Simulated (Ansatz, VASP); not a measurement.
One calculation of TaN, two programs

INCAR

```
PREC = Accurate
ENCUT = 520
EDIFF = 1E-6
ISMEAR = 0
SIGMA = 0.1
LREAL = F
LASPH = T
NELM = 100
ALGO = Normal
ISIF = 2
LWAVE = F
LCHARG = T
GGA = PS
LELF = T
LVHAR = T
NBANDS = 24
```

File KPOINTS:

```
Automatic mesh
0
Gamma
  15 15 8
```

Contents of POSCAR:

```
TaN
1.0
    2.9368765501      0.0000000000      0.0000000000
   -1.4684382751      2.5434097002      0.0000000000
    0.0000000000      0.0000000000      4.9049754000
Ta N
2 2
Direct
    0.3333333333      0.6666666667      0.0023203092
    0.6666666667      0.3333333333      0.4365699619
    0.3333333333      0.6666666667      0.4621833810
    0.6666666667      0.3333333333      0.8689263479
```

Input for Ansatz:

```yaml
crystal:
  lattice:
    - [2.9368765501, 0.0, 0.0]
    - [-1.4684382751, 2.5434097002, 0.0]
    - [0.0, 0.0, 4.9049754]
  atoms:
    - { symbol: Ta, position: [0.3333333333, 0.6666666667, 0.0023203092] }
    - { symbol: Ta, position: [0.6666666667, 0.3333333333, 0.4365699619] }
    - { symbol: "N", position: [0.3333333333, 0.6666666667, 0.462183381] }
    - { symbol: "N", position: [0.6666666667, 0.3333333333, 0.8689263479] }
basis:
  ecutwfc: 420
kpoints:
  mp_grid: { grid: [15, 15, 8] }
hamiltonian:
  xc: pbesol
scf:
  occupations: { method: gaussian, width: 0.1 }
output:
  forces: true
  stress: true
  eigenvalues: true
```

Alike in both runs: task single point; functional PBEsol; k mesh 15 × 15 × 8; occupations gaussian, width 0.1 eV; no spin polarisation.

|  | VASP | Ansatz |
| --- | --- | --- |
| version | VASP 6.6.1 | Ansatz 0.2.0 |
| potentials or method | VASP PAW PBE potentials, release 64 (Ta_pv, N), cutoff 520 eV | scalar-relativistic, plane waves, PAW |
| valence electrons in the cell | 32 | 36 |

```csv
,VASP,Ansatz,Ansatz less VASP
gap on the k mesh at the Fermi level (eV),none,none,-
pressure (GPa),210.0,204.8,-5.24
"traceless stress, the component that is largest in VASP (GPa)",-126.32,-123.21,+3.108
rms of the force components (eV/Å),2.496,2.429,-0.0675
```

VASP's potentials were made for PBE, not for PBEsol. Atom by atom the forces differ by 0.069 eV/Å (rms over components). A gap of «none» marks a metal or a gap that the smearing closes. Both programs put the cell under a high pressure, so it lies far from rest at this level. With one functional, cell and mesh, what is left measures potentials, basis and numerics. VASP's potentials hold 32 valence electrons a cell and Ansatz's 36, so a difference there can come from the potentials and not from the codes.

Spin-orbit coupling is off throughout. Noted on VASP's run: the cell as given lies far from equilibrium.
